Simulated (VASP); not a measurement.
Input of a VASP 6.6.1 run:

File INCAR:

```
PREC = Accurate ; ENCUT = 520
EDIFF = 1E-6 ; ISMEAR = 0
SIGMA = 0.1 ; LREAL = F
LASPH = T ; NELM = 100
ALGO = Normal ; ISIF = 2
LWAVE = F ; LCHARG = F
GGA = PE ; NBANDS = 17
```

The input KPOINTS:

```
Automatic mesh
0
Gamma
  12 12 12
```

POSCAR

```
SnSe
1.0
    3.5261263559      0.0000000000      0.0000000000
    0.0000000000      3.5261263559      0.0000000000
    0.0000000000      0.0000000000      3.5261263559
Sn Se
1 1
Direct
    0.5000000000      0.5000000000      0.5000000000
    0.0000000000      0.0000000000      0.0000000000
```

Potentials or basis: VASP PAW PBE potentials, release 64 (Sn_d, Se).

The run is started by

```sh
$ cat potpaw_PBE.64/Sn_d/POTCAR potpaw_PBE.64/Se/POTCAR > POTCAR
$ mpirun -np 1 vasp_std > vasp.out
```

Question: Predict the pressure.

Answer: 8.4 GPa.

Question: Predict the band gap on the k mesh.

Answer: Zero (band 10 reaches 8.35 eV, above the bottom of band 11 at 6.27 eV).

Caveat: spin-orbit coupling is left out, which moves the levels of the heavy elements.
